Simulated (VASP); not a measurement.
Runs of VASP 6.6.1 on SiO2. The structure is that of space group Fm-3m (No. 225), or close to it. The cells are those of the table. 

```csv
level,cell,smearing,gap on the mesh (eV),pressure (GPa)
r2SCAN,"a = 3.267, b = 3.267, c = 3.202 Å, angles 60.7, 60.7, 58.7°, 3 atoms",gaussian 0.01 eV,2.08,(b)
PBE,"a = 3.174, b = 3.174, c = 3.145 Å, angles 60.3, 60.3, 59.4°, 3 atoms",fermi-dirac 0.02 eV,1.89,22.5
r2SCAN,"a = 3.174, b = 3.174, c = 3.145 Å, angles 60.3, 60.3, 59.4°, 3 atoms",gaussian 0.01 eV,(c),12.6
PBE,"a = 3.267, b = 3.267, c = 3.202 Å, angles 60.7, 60.7, 58.7°, 3 atoms",fermi-dirac 0.02 eV,1.42,(a)
```

Alike in all rows: task single point; potentials or basis VASP PAW PBE potentials, release 64 (Si, O); no spin polarisation; k mesh 10 × 10 × 10; cutoff (eV) 520.

Task: Fill in the values left out.

Result: (a) -0.5; (b) -10.1; (c) 2.52.

Caveats: the PAW data sets were made with another functional, which shifts forces and pressure a little (at least some runs); the cell stands under pressure (at least some runs); the cell stands under tension (at least some runs).

A k mesh can miss the band edges.
